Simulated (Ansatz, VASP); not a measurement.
**One calculation of Ge, two programs**

INCAR

```
PREC = Accurate
ENCUT = 520
EDIFF = 1E-6
ISMEAR = 0
SIGMA = 0.15
LREAL = False
LASPH = True
NELM = 60
ALGO = Fast
ISIF = 2
LWAVE = False
LCHARG = False
GGA = PS
NBANDS = 21
```

KPOINTS

```
Automatic mesh
0
Gamma
  24 24 24
```

Contents of POSCAR:

```
Ge
1.0
   -2.5630127546      2.5630127546      1.3966622730
    2.5630127546     -2.5630127546      1.3966622730
    2.5630127546      2.5630127546     -1.3966622730
Ge
2
Direct
    0.3573989059      0.8573989059      0.5000000000
    0.3926010941      0.3926010941      0.0000000000
```

Input for Ansatz:

```yaml
crystal:
  lattice:
    - [-2.5630127546, 2.5630127546, 1.396662273]
    - [2.5630127546, -2.5630127546, 1.396662273]
    - [2.5630127546, 2.5630127546, -1.396662273]
  atoms:
    - { symbol: Ge, position: [0.3573989059, 0.8573989059, 0.5] }
    - { symbol: Ge, position: [0.3926010941, 0.3926010941, 0.0] }
basis:
  ecutwfc: 420
kpoints:
  mp_grid: { grid: [24, 24, 24] }
hamiltonian:
  xc: pbesol
scf:
  occupations: { method: gaussian, width: 0.15 }
output:
  forces: true
  stress: true
  eigenvalues: true
```

Change from the starting cell: mode 4 (71.1 1/cm) frozen in, largest displacement -0.300 Å.

Alike in both runs: task single point; functional PBEsol; k mesh 24 × 24 × 24; occupations gaussian, width 0.15 eV; no spin polarisation.

```csv
,VASP,Ansatz
version,VASP 6.6.1,Ansatz 0.2.0
potentials or method,"VASP PAW PBE potentials, release 64 (Ge_d), cutoff 520 eV","scalar-relativistic, plane waves, PAW"
valence electrons in the cell,28,28
```

Ansatz gave:

* gap on the k mesh at the Fermi level (eV): none
* pressure (GPa): 0.5
* traceless stress, the component that is largest in VASP (GPa): 5.47
* rms of the force components (eV/Å): 0.035

Question: What did VASP give for the same quantities?

Answer: gap on the k mesh at the Fermi level (eV): none; pressure (GPa): 1.0; traceless stress, the component that is largest in VASP (GPa): 5.44; rms of the force components (eV/Å): 0.035.

VASP's potentials were made for PBE, not for PBEsol. Atom by atom the forces differ by 0.000 eV/Å (rms over components). A gap of «none» marks a metal or a gap that the smearing closes.
